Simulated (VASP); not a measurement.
# InSb3 (Fm-3m) in VASP: notebook

InSb3 is run at these levels: PBEsol; tasks: single point, relaxation of cell and atoms.

Everything below comes from runs of VASP 6.6.1. Logs are shortened: lines on timing, memory, paths and dates and some standing lists are left out, and cuts for length are marked.

### 1 The cell of the first run

It takes space group Fm-3m (No. 225, cubic). The conventional cell has a = 7.455 Å, b = 7.455 Å, c = 7.455 Å, α = 90.00°, β = 90.00°, γ = 90.00°. Within 4.2 Å of In (site symmetry m-3m) lie 14 Sb at 3.23 to 3.73 Å. Sb (site symmetry -43m) has 4 In at 3.23 Å and 10 Sb at 3.23 to 3.73 Å within 4.2 Å. Sb (site symmetry m-3m) has 8 Sb at 3.23 Å and 6 In at 3.73 Å within 4.2 Å.

### 2 Single point, PBEsol

Contents of INCAR:

```
SYSTEM = InSb3
  PREC = Accurate
  ENCUT = 520
  EDIFF = 1E-6
  ISMEAR = -1
  SIGMA = 0.05
  LREAL = .False.
  LASPH = .True.
  NELM = 100
  ALGO = Normal
  ISIF = 2
  LWAVE = .False.
  LCHARG = .False.
  GGA = PS
  NBANDS = 22
```

Contents of KPOINTS:

```
regular mesh
0
Gamma
  11 11 11
  0 0 0
```

Contents of POSCAR:

```
InSb3
1.0
    0.0000000000      3.7275868417      3.7275868417
    3.7275868417      0.0000000000      3.7275868417
    3.7275868417      3.7275868417      0.0000000000
In Sb
1 3
Direct
    0.0000000000      0.0000000000      0.0000000000
    0.2500000000      0.2500000000      0.2500000000
    0.7500000000      0.7500000000      0.7500000000
    0.5000000000      0.5000000000      0.5000000000
```

Potentials or basis: VASP PAW PBE potentials, release 64 (In_d, Sb).

Started as:

```
cat potpaw_PBE.64/In_d/POTCAR potpaw_PBE.64/Sb/POTCAR > POTCAR
mpirun -np 1 vasp_std > vasp.out
```

OUTCAR:

```text
SYSTEM = InSb3
   PREC = Accurate
   ENCUT = 520
   EDIFF = 1E-6
   ISMEAR = -1
   LREAL = .False.
   LASPH = .True.
   NELM = 100
   ISIF = 2
   GGA = PS

 ion  position               nearest neighbor table
   1  0.000  0.000  0.000-   2 3.23   3 3.23   3 3.23   3 3.23   3 3.23   2 3.23   2 3.23   2 3.23
                             4 3.73   4 3.73   4 3.73   4 3.73   4 3.73   4 3.73
   2  0.250  0.250  0.250-   1 3.23   4 3.23   1 3.23   1 3.23   1 3.23   4 3.23   4 3.23   4 3.23
                             3 3.73   3 3.73   3 3.73   3 3.73   3 3.73   3 3.73
   3  0.750  0.750  0.750-   1 3.23   4 3.23   4 3.23   4 3.23   4 3.23   1 3.23   1 3.23   1 3.23
                             2 3.73   2 3.73   2 3.73   2 3.73   2 3.73   2 3.73
   4  0.500  0.500  0.500-   2 3.23   3 3.23   2 3.23   2 3.23   2 3.23   3 3.23   3 3.23   3 3.23
                             1 3.73   1 3.73   1 3.73   1 3.73   1 3.73   1 3.73

  LATTYP: Found a face centered cubic cell.
 ALAT       =     7.4551736834

  Lattice vectors:

 A1 = (   0.0000000000,   3.7275868417,   3.7275868417)
 A2 = (   3.7275868417,   0.0000000000,   3.7275868417)
 A3 = (   3.7275868417,   3.7275868417,   0.0000000000)

Analysis of symmetry for initial positions (statically):
=====================================================================
 Subroutine PRICEL returns:
 Original cell was already a primitive cell.

 Routine SETGRP: Setting up the symmetry group for a
 face centered cubic supercell.

 Subroutine GETGRP returns: Found 48 space group operations
 (whereof 48 operations were pure point group operations)
 out of a pool of 48 trial point group operations.

The static configuration has the point symmetry O_h .

Analysis of symmetry for dynamics (positions and initial velocities):
=====================================================================
 Subroutine PRICEL returns:
 Original cell was already a primitive cell.

 Routine SETGRP: Setting up the symmetry group for a
 face centered cubic supercell.

 Subroutine GETGRP returns: Found 48 space group operations
 (whereof 48 operations were pure point group operations)
 out of a pool of 48 trial point group operations.

The dynamic configuration has the point symmetry O_h .

 Subroutine INISYM returns: Found 48 space group operations
 (whereof 48 operations are pure point group operations),
 and found     1 'primitive' translations

----------------------------------------------------------------------------------------

                                     Primitive cell

[... 94 lines left out ...]
   EDIFF  = 0.1E-05   stopping-criterion for ELM
   LREAL  =      F    real-space projection
   EDIFFG = 0.1E-04   stopping-criterion for IOM
   NSW    =      0    number of steps for IOM
   IBRION =     -1    ionic relax: 0-MD 1-quasi-New 2-CG
   NFREE  =      0    steps in history (QN), initial steepest desc. (CG)
   ISIF   =      2    stress and relaxation
   ISYM   =      2    0-nonsym 1-usesym 2-fastsym
   POTIM  = 0.5000    time-step for ionic-motion
   TEBEG  =    0.0;   TEEND  =   0.0 temperature during run
   PSTRESS=    0.0 pullay stress
   NELECT =      28.0000    total number of electrons
   NUPDOWN=      -1.0000    fix difference up-down
   EMIN   =  10.00;   EMAX   =-10.00  energy-range for DOS
   EFERMI =   0.00;   METHOD = LEGACY
   ISMEAR =    -1;   SIGMA  =   0.05  broadening in eV -4-tet -1-fermi 0-gaus
   EFERMI_NEDOS =   21; number of points for ismear=-14 and -15
   IALGO  =     38    algorithm
   IMIX   =      4    mixing-type and parameters
     AMIX     =   0.40;   BMIX     =  1.00
     AMIX_MAG =   1.60;   BMIX_MAG =  1.00
  volume/ion in A,a.u.               =      25.90       174.76
  Fermi-wavevector in a.u.,A,eV,Ry     =   1.058497  2.000270 15.244191  1.120416
  Thomas-Fermi vector in A             =   2.193809
   LORBIT       =      0    0 simple, 1 ext, 2 COOP (PROOUT), +10 PAW based schemes
   GGA     = PS    functional components
   LHFCALC =     F    Hartree Fock is set to
   AEXX    =    0.0000 exact exchange contribution
   IVDW    =     0    specifies the selected vdW correction
   LEPSILON=     F    determine dielectric tensor
   LRPA    =     F    only Hartree local field effects (RPA)
 non-spin polarized calculation
  energy-cutoff  :      520.00
  volume of cell :      103.59
 maximum number of plane-waves:      2810
   NGX = 19   NGY = 19   NGZ = 19

 number of electron      28.0000004 magnetization

 Free energy of the ion-electron system (eV)
  ---------------------------------------------------
  ext. energy  EPLUGINS =         0.00000000
  ---------------------------------------------------
  free energy    TOTEN  =       -16.11868411 eV

  energy without entropy =      -16.09056177  energy(sigma->0) =      -16.10462294

 E-fermi :   8.4469     XC(G=0): -10.4914

 val. band max:        8.4332005548   @ k =  -0.2727   0.2727   0.0909
 cond. band min:       8.4495197386   @ k =   0.3636   0.2727   0.0000
 fundamental gap:      0.0163191838
 Fermi energy:         8.4469279155

 k-point     1 :       0.0000    0.0000    0.0000
  band No.  band energies     occupation
      1      -5.9469      2.00000
      2      -5.9469      2.00000
      3      -5.9469      2.00000
      4      -5.9080      2.00000
      5      -5.9080      2.00000
      6      -4.1447      2.00000
[... 589 lines left out ...]
     21      13.8581      0.00000
     22      14.5027      0.00000

 [... further k-points ...]

------------------------ aborting loop because EDIFF is reached ----------------------------------------

  FORCE on cell =-STRESS in cart. coord.  units (eV):
  Direction    XX          YY          ZZ          XY          YZ          ZX
  --------------------------------------------------------------------------------------
  -------------------------------------------------------------------------------------
  Total       -0.0084094     -0.0084094     -0.0084094      0.0000000     -0.0000000     -0.0000000
  in kB       -0.1300656     -0.1300656     -0.1300656      0.0000000     -0.0000000     -0.0000000
  external PRESSURE =      -0.1300656 kB  Pullay stress =       0.0000000 kB

 VOLUME and BASIS-vectors are now :
 -----------------------------------------------------------------------------
  energy-cutoff  :      520.00
  volume of cell :      103.59
      direct lattice vectors                 reciprocal lattice vectors
     0.000000000  3.727586842  3.727586842    -0.134135037  0.134135037  0.134135037
     3.727586842  0.000000000  3.727586842     0.134135037 -0.134135037  0.134135037
     3.727586842  3.727586842  0.000000000     0.134135037  0.134135037 -0.134135037

 POSITION                                       TOTAL-FORCE (eV/Angst)
 -----------------------------------------------------------------------------------
      0.00000      0.00000      0.00000        -0.000000     -0.000000     -0.000000
      1.86379      1.86379      1.86379        -0.000000      0.000000     -0.000000
      5.59138      5.59138      5.59138         0.000000      0.000000      0.000000
      3.72759      3.72759      3.72759        -0.000000     -0.000000     -0.000000
 -----------------------------------------------------------------------------------
    total drift:                               -0.000000      0.000000      0.000000

  FREE ENERGIE OF THE ION-ELECTRON SYSTEM (eV)
  ---------------------------------------------------
  free  energy   TOTEN  =       -16.1186841051 eV

  energy  without entropy=      -16.0905617747  energy(sigma->0) =      -16.10462294
```

OSZICAR:

```text
N       E                     dE             d eps       ncg     rms          rms(c)
DAV:   1     0.190729249023E+03    0.19073E+03   -0.11048E+04  2464   0.119E+03
DAV:   2     0.671980067780E-01   -0.19066E+03   -0.18391E+03  2710   0.298E+02
DAV:   3    -0.156533507371E+02   -0.15721E+02   -0.15274E+02  3134   0.877E+01
DAV:   4    -0.161563779805E+02   -0.50303E+00   -0.50124E+00  2792   0.161E+01
DAV:   5    -0.161787651278E+02   -0.22387E-01   -0.22384E-01  3652   0.347E+00    0.388E+00
DAV:   6    -0.161315350604E+02    0.47230E-01   -0.81140E-02  3290   0.382E+00    0.213E+00
DAV:   7    -0.161195157797E+02    0.12019E-01   -0.31562E-02  3390   0.182E+00    0.334E-01
DAV:   8    -0.161186887923E+02    0.82699E-03   -0.25802E-03  3226   0.573E-01    0.878E-02
DAV:   9    -0.161186851648E+02    0.36276E-05   -0.20481E-04  2866   0.102E-01    0.305E-02
DAV:  10    -0.161186840463E+02    0.11185E-05   -0.10267E-05  3034   0.216E-02    0.902E-03
DAV:  11    -0.161186841051E+02   -0.58824E-07   -0.11008E-06  1684   0.109E-02
   1 F= -.16118684E+02 E0= -.16104623E+02  d E =-.281223E-01
```

stdout:

```text
POSCAR found type information on POSCAR InSb
 POSCAR found :  2 types and       4 ions
 scaLAPACK will be used
 -----------------------------------------------------------------------------
|                                                                             |
|                                                                             |
|     You enforced a specific xc type in the INCAR file but a different       |
|     I HOPE YOU KNOW WHAT YOU ARE DOING!                                     |
|                                                                             |
 -----------------------------------------------------------------------------

 LDA part: xc-table for (Slater+PW92), standard interpolation
 POSCAR, INCAR and KPOINTS ok, starting setup
 FFT: planning ... GRIDC
 FFT: planning ... GRID_SOFT
 FFT: planning ... GRID
 WAVECAR not read
 entering main loop
```

Run time: 38 s. Hardware: 1 thread of Intel Xeon 6975P-C (Granite Rapids), shared host; peak memory 0.31 GiB.

Results:

* Free energy: -16.1187 eV
* Pressure: 0.0 GPa
* Band gap on the k mesh: zero (bands 14 and 15 overlap by 3.24 eV)

Caveat: the PAW data sets were made with another functional, which shifts forces and pressure a little; spin-orbit coupling is left out, which moves the levels of the heavy elements.

### 3 Relaxation of cell and atoms, PBEsol

This run uses another cell than the first one, of 27.32 Å³/atom.

Contents of INCAR:

```
SYSTEM = InSb3
PREC = Accurate ; ENCUT = 600
EDIFF = 1E-6 ; ISMEAR = -1
SIGMA = 0.05 ; LREAL = .False.
LASPH = .True. ; NELM = 60
ALGO = Normal ; ISIF = 3
LWAVE = .False. ; LCHARG = .False.
GGA = PS ; IBRION = 2
NSW = 60 ; EDIFFG = -0.02
```

Contents of KPOINTS:

```
Automatic mesh
0
Gamma
  11 11 11
  0 0 0
```

Contents of POSCAR:

```
InSb3
1.0
    0.0000000000      3.7945550000      3.7945550000
    3.7945550000      0.0000000000      3.7945550000
    3.7945550000      3.7945550000      0.0000000000
In Sb
1 3
Direct
    0.0000000000      0.0000000000      0.0000000000
    0.2500000000      0.2500000000      0.2500000000
    0.7500000000      0.7500000000      0.7500000000
    0.5000000000      0.5000000000      0.5000000000
```

Potentials or basis: VASP PAW PBE potentials, release 64 (In_d, Sb).

Started as:

```
cat potpaw_PBE.64/In_d/POTCAR potpaw_PBE.64/Sb/POTCAR > POTCAR
mpirun -np 1 vasp_std > vasp.out
```

Wall time 2.1 min (1 thread of Intel Xeon 6975P-C (Granite Rapids), shared host); peak memory 0.42 GiB.

Results (log left out):

```yaml
Free_energy: -16.1193 eV
Relaxed_volume: 25.90 Å³/atom
Relaxed_cell: a = 5.272 Å, b = 5.272 Å, c = 5.272 Å, α = 60.00°, β = 60.00°, γ = 60.00°
Space_group_after_relaxing_to_0.1_Å: Fm-3m (No. 225)
Energy_gained_by_relaxing: 13.2 meV/atom
Ionic_steps: 3
Pressure_after_relaxing: 0.0 GPa
```

The path:
```tsv
step	energy change (eV)	largest force (eV/Å)	pressure (GPa)	volume (Å³)
1	0.0000	0.0000	-2.85	109.27
2	-0.0466	0.0000	1.15	101.77
3	-0.0530	0.0000	0.01	103.61
```

Final structure:
```
In Sb
1.0
     0.00000    3.72783    3.72783
     3.72783    0.00000    3.72783
     3.72783    3.72783    0.00000
In Sb
1 3
Direct
  0.00000 0.00000 0.00000
  0.25000 0.25000 0.25000
  0.75000 0.75000 0.75000
  0.50000 0.50000 0.50000
```

Levels at points of the mesh, in eV from the Fermi level:
```tsv
k point	band 10	band 11	band 12	band 13	band 14	band 15	band 16	band 17	band 18
(0.00, 0.00, 0.00)	-2.59	-2.59	-2.49	-2.49	-2.49	-2.09	-0.74	-0.74	-0.74
```

Caveat: the highest band is partly filled, so the run has too few bands; the PAW data sets were made with another functional, which shifts forces and pressure a little; spin-orbit coupling is left out, which moves the levels of the heavy elements.
